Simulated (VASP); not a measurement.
# PIr2 (Fm-3m) in VASP: further runs

The runs below take PIr2 through electric field gradients, single point, with LDA.

All numbers are computed with VASP 6.6.1; they aren't measurements. Logs are shortened: lines on timing, memory, paths and dates and some standing lists are left out, and cuts for length are marked.

### Step 1. The cell of the first run

It takes space group Fm-3m (No. 225, cubic). The conventional cell has a = 5.608 Å, b = 5.608 Å, c = 5.608 Å, α = 90.00°, β = 90.00°, γ = 90.00°. P (site symmetry m-3m) has 8 Ir at 2.43 Å within 3.2 Å. Within 3.2 Å of Ir (site symmetry -43m) lie 4 P at 2.43 Å and 6 Ir at 2.80 Å.

### Step 2. Electric field gradients, LDA (14.70 Å³/atom)

Input file INCAR:

```
SYSTEM = PIr2
  PREC = Accurate
  ENCUT = 520
  EDIFF = 1E-8
  ISMEAR = -1
  SIGMA = 0.05
  LREAL = .FALSE.
  LASPH = .TRUE.
  NELM = 60
  ALGO = Normal
  ISIF = 2
  LWAVE = .FALSE.
  LCHARG = .FALSE.
  GGA = CA
  LEFG = .TRUE.
  NBANDS = 18
```

Input file KPOINTS:

```
regular mesh
0
G
  11 11 11
  0 0 0
```

Input file POSCAR:

```
PIr2
1.0
    0.0000000000      2.8039186501      2.8039186501
    2.8039186501      0.0000000000      2.8039186501
    2.8039186501      2.8039186501      0.0000000000
P Ir
1 2
Direct
    0.0000000000      0.0000000000      0.0000000000
    0.2500000000      0.2500000000      0.2500000000
    0.7500000000      0.7500000000      0.7500000000
```

Potentials or basis: VASP PAW LDA potentials, release 64 (P, Ir).

On the command line:

```console
cat potpaw_LDA.64/P/POTCAR potpaw_LDA.64/Ir/POTCAR > POTCAR
mpirun -np 1 vasp_std > vasp.out
```

OUTCAR:

```text
SYSTEM = PIr2
   PREC = Accurate
   ENCUT = 520
   EDIFF = 1E-8
   ISMEAR = -1
   LREAL = .FALSE.
   LASPH = .TRUE.
   NELM = 60
   ISIF = 2
   GGA = CA

 ion  position               nearest neighbor table
   1  0.000  0.000  0.000-   3 2.43   3 2.43   3 2.43   2 2.43   3 2.43   2 2.43   2 2.43   2 2.43

   2  0.250  0.250  0.250-   1 2.43   1 2.43   1 2.43   1 2.43   3 2.80   3 2.80   3 2.80   3 2.80
                             3 2.80   3 2.80
   3  0.750  0.750  0.750-   1 2.43   1 2.43   1 2.43   1 2.43   2 2.80   2 2.80   2 2.80   2 2.80
                             2 2.80   2 2.80

  LATTYP: Found a face centered cubic cell.
 ALAT       =     5.6078373002

  Lattice vectors:

 A1 = (   0.0000000000,   2.8039186501,   2.8039186501)
 A2 = (   2.8039186501,   0.0000000000,   2.8039186501)
 A3 = (   2.8039186501,   2.8039186501,   0.0000000000)

Analysis of symmetry for initial positions (statically):
=====================================================================
 Subroutine PRICEL returns:
 Original cell was already a primitive cell.

 Routine SETGRP: Setting up the symmetry group for a
 face centered cubic supercell.

 Subroutine GETGRP returns: Found 48 space group operations
 (whereof 48 operations were pure point group operations)
 out of a pool of 48 trial point group operations.

The static configuration has the point symmetry O_h .

Analysis of symmetry for dynamics (positions and initial velocities):
=====================================================================
 Subroutine PRICEL returns:
 Original cell was already a primitive cell.

 Routine SETGRP: Setting up the symmetry group for a
 face centered cubic supercell.

 Subroutine GETGRP returns: Found 48 space group operations
 (whereof 48 operations were pure point group operations)
 out of a pool of 48 trial point group operations.

The dynamic configuration has the point symmetry O_h .

 Subroutine INISYM returns: Found 48 space group operations
 (whereof 48 operations are pure point group operations),
 and found     1 'primitive' translations

----------------------------------------------------------------------------------------

                                     Primitive cell

  volume of cell :      44.0886

  direct lattice vectors                    reciprocal lattice vectors
     0.000000000  2.803918650  2.803918650    -0.178321864  0.178321864  0.178321864
     2.803918650  0.000000000  2.803918650     0.178321864 -0.178321864  0.178321864
     2.803918650  2.803918650  0.000000000     0.178321864  0.178321864 -0.178321864

  length of vectors
     3.965339783  3.965339783  3.965339783     0.308862528  0.308862528  0.308862528

  position of ions in fractional coordinates (direct lattice)
     0.000000000  0.000000000  0.000000000
     0.250000000  0.250000000  0.250000000
     0.750000000  0.750000000  0.750000000

  ion indices of the primitive-cell ions
   primitive index   ion index
                 1           1
                 2           2
                 3           3

----------------------------------------------------------------------------------------

 KPOINTS: regular mesh

Automatic generation of k-mesh.
 Grid dimensions read from file:
 generate k-points for:   11   11   11

 Generating k-lattice:

  Cartesian coordinates                     Fractional coordinates (reciprocal lattice)
    -0.016211079  0.016211079  0.016211079     0.090909091  0.000000000  0.000000000
     0.016211079 -0.016211079  0.016211079     0.000000000  0.090909091  0.000000000
     0.016211079  0.016211079 -0.016211079     0.000000000  0.000000000  0.090909091

  Length of vectors
     0.028078412  0.028078412  0.028078412

  Shift w.r.t. Gamma in fractional coordinates (k-lattice)
     0.000000000  0.000000000  0.000000000

 Subroutine IBZKPT returns following result:
 ===========================================

 Found     56 irreducible k-points:

 Following reciprocal coordinates:
            Coordinates               Weight
  0.000000  0.000000  0.000000      1.000000
  0.090909  0.000000  0.000000      8.000000
  0.181818  0.000000  0.000000      8.000000
  0.272727  0.000000  0.000000      8.000000
  0.363636  0.000000  0.000000      8.000000
  0.454545  0.000000  0.000000      8.000000
[... 16 lines left out ...]
 -0.272727  0.181818  0.000000     24.000000
 -0.181818  0.181818  0.000000     12.000000
 [... further k-points ...]
   k-points           NKPTS =     56   k-points in BZ     NKDIM =     56   number of bands    NBANDS=     18
   number of dos      NEDOS =    301   number of ions     NIONS =      3
   total plane-waves  NPLWV =  27000
   dimension x,y,z NGX =    30 NGY =   30 NGZ =   30
   dimension x,y,z NGXF=    60 NGYF=   60 NGZF=   60
   ions per type =               1   2
   NGX,Y,Z   is equivalent  to a cutoff of  12.58, 12.58, 12.58 a.u.
   NGXF,Y,Z  is equivalent  to a cutoff of  25.15, 25.15, 25.15 a.u.
 SYSTEM =  PIr2
   PREC   = accura    normal or accurate (medium, high low for compatibility)
   ISTART =      0    job   : 0-new  1-cont  2-samecut
   ICHARG =      2    charge: 1-file 2-atom 10-const
   ISPIN  =      1    spin polarized calculation?
   LNONCOLLINEAR =      F non collinear calculations
   LSORBIT =      F    spin-orbit coupling
   LASPH  =      T    aspherical Exc in radial PAW
   ENCUT  =  520.0 eV  38.22 Ry    6.18 a.u.   7.37  7.37  7.37*2*pi/ulx,y,z
   NELM   =     60;   NELMIN=  2; NELMDL= -5     # of ELM steps
   EDIFF  = 0.1E-07   stopping-criterion for ELM
   LREAL  =      F    real-space projection
   EDIFFG = 0.1E-06   stopping-criterion for IOM
   NSW    =      0    number of steps for IOM
   IBRION =     -1    ionic relax: 0-MD 1-quasi-New 2-CG
   NFREE  =      0    steps in history (QN), initial steepest desc. (CG)
   ISIF   =      2    stress and relaxation
   ISYM   =      2    0-nonsym 1-usesym 2-fastsym
   POTIM  = 0.5000    time-step for ionic-motion
   TEBEG  =    0.0;   TEEND  =   0.0 temperature during run
   PSTRESS=    0.0 pullay stress
   NELECT =      23.0000    total number of electrons
   NUPDOWN=      -1.0000    fix difference up-down
   EMIN   =  10.00;   EMAX   =-10.00  energy-range for DOS
   EFERMI =   0.00;   METHOD = LEGACY
   ISMEAR =    -1;   SIGMA  =   0.05  broadening in eV -4-tet -1-fermi 0-gaus
   EFERMI_NEDOS =   21; number of points for ismear=-14 and -15
   IALGO  =     38    algorithm
   IMIX   =      4    mixing-type and parameters
     AMIX     =   0.40;   BMIX     =  1.00
     AMIX_MAG =   1.60;   BMIX_MAG =  1.00
  volume/ion in A,a.u.               =      14.70        99.17
  Fermi-wavevector in a.u.,A,eV,Ry     =   1.317878  2.490429 23.630649  1.736804
  Thomas-Fermi vector in A             =   2.447888
   LORBIT       =      0    0 simple, 1 ext, 2 COOP (PROOUT), +10 PAW based schemes
   GGA     = CA    functional components
   LHFCALC =     F    Hartree Fock is set to
   AEXX    =    0.0000 exact exchange contribution
   IVDW    =     0    specifies the selected vdW correction
   LEPSILON=     F    determine dielectric tensor
   LRPA    =     F    only Hartree local field effects (RPA)
 non-spin polarized calculation
  energy-cutoff  :      520.00
  volume of cell :       44.09
 maximum number of plane-waves:      1243
 NGX is ok and might be reduce to    30
   NGX = 15   NGY = 15   NGZ = 15

 number of electron      22.9999999 magnetization

 Free energy of the ion-electron system (eV)
  ---------------------------------------------------
  ext. energy  EPLUGINS =         0.00000000
  ---------------------------------------------------
  free energy    TOTEN  =       -27.94743024 eV

  energy without entropy =      -27.94157030  energy(sigma->0) =      -27.94450027

 E-fermi :   9.3135     XC(G=0): -12.9209

 val. band max:        9.2962612388   @ k =   0.2727   0.0000   0.0000
 cond. band min:       9.3249068786   @ k =   0.3636   0.2727   0.0909
 fundamental gap:      0.0286456398
 Fermi energy:         9.3134614568

 k-point     1 :       0.0000    0.0000    0.0000
  band No.  band energies     occupation
      1      -4.8496      2.00000
      2       2.0209      2.00000
      3       2.0209      2.00000
      4       2.0209      2.00000
      5       3.6121      2.00000
      6       3.6121      2.00000
[... 481 lines left out ...]
      5       4.2462      2.00000
      6       4.7118      2.00000
[... 10 lines left out ...]
     17      15.9468      0.00000
     18      18.1384      0.00000

 [... further k-points ...]

------------------------ aborting loop because EDIFF is reached ----------------------------------------

  FORCE on cell =-STRESS in cart. coord.  units (eV):
  Direction    XX          YY          ZZ          XY          YZ          ZX
  --------------------------------------------------------------------------------------
  -------------------------------------------------------------------------------------
  Total       -3.7656108     -3.7656108     -3.7656108      0.0000000     -0.0000000      0.0000000
  in kB     -136.8421181   -136.8421181   -136.8421181      0.0000000     -0.0000000      0.0000000
  external PRESSURE =    -136.8421181 kB  Pullay stress =       0.0000000 kB

 VOLUME and BASIS-vectors are now :
 -----------------------------------------------------------------------------
  energy-cutoff  :      520.00
  volume of cell :       44.09
      direct lattice vectors                 reciprocal lattice vectors
     0.000000000  2.803918650  2.803918650    -0.178321864  0.178321864  0.178321864
     2.803918650  0.000000000  2.803918650     0.178321864 -0.178321864  0.178321864
     2.803918650  2.803918650  0.000000000     0.178321864  0.178321864 -0.178321864

 POSITION                                       TOTAL-FORCE (eV/Angst)
 -----------------------------------------------------------------------------------
      0.00000      0.00000      0.00000         0.000000     -0.000000      0.000000
      1.40196      1.40196      1.40196        -0.000000     -0.000000     -0.000000
      4.20588      4.20588      4.20588         0.000000      0.000000      0.000000
 -----------------------------------------------------------------------------------
    total drift:                               -0.000000      0.000000      0.000000

  FREE ENERGIE OF THE ION-ELECTRON SYSTEM (eV)
  ---------------------------------------------------
  free  energy   TOTEN  =       -27.9474302384 eV

  energy  without entropy=      -27.9415703036  energy(sigma->0) =      -27.94450027

 Electric field gradients (V/A^2)
---------------------------------------------------------------------
 ion       V_xx      V_yy      V_zz      V_xy      V_xz      V_yz
---------------------------------------------------------------------
   1      -0.000     0.000     0.000    -0.000    -0.000    -0.000
   2      -0.000    -0.000     0.000    -0.000    -0.000    -0.000
   3      -0.000     0.000     0.000    -0.000    -0.000    -0.000
---------------------------------------------------------------------

 Electric field gradients after diagonalization (V/A^2)
 (convention: |V_zz| > |V_xx| > |V_yy|)
----------------------------------------------------------------------
 ion       V_xx      V_yy      V_zz     asymmetry (V_yy - V_xx)/ V_zz
----------------------------------------------------------------------
   1       0.000     0.000    -0.000       0.000
   2       0.000     0.000    -0.000       0.000
   3       0.000     0.000    -0.000       0.000
----------------------------------------------------------------------

           NMR quadrupolar parameters

 Cq : quadrupolar parameter    Cq=e*Q*V_zz/h
 eta: asymmetry parameters     (V_yy - V_xx)/ V_zz
 Q  : nuclear electric quadrupole moment in mb (millibarn)
----------------------------------------------------------------------
 ion       Cq(MHz)       eta       Q (mb)
----------------------------------------------------------------------
   1      -0.000       0.000       1.000
   2      -0.000       0.000       1.000
   3      -0.000       0.000       1.000
----------------------------------------------------------------------
```

Run time: 87 s. Hardware: 1 thread of AMD EPYC 7R13, shared host; peak memory 0.15 GiB.

Results:

```
Free energy                             : -27.9474 eV
Pressure                                : -13.7 GPa
Band gap on the k mesh                  : zero (an odd number of electrons rules out a gap without spin polarisation)
Largest electric field gradient by atom : under 0.05 V/Å² on every atom
```

Caveat: the cell stands under tension; spin-orbit coupling is left out, which moves the levels of the heavy elements.

(Continued in part 2 of 2.)

The gap in the log of VASP goes by the Fermi energy; the results here count the filled bands.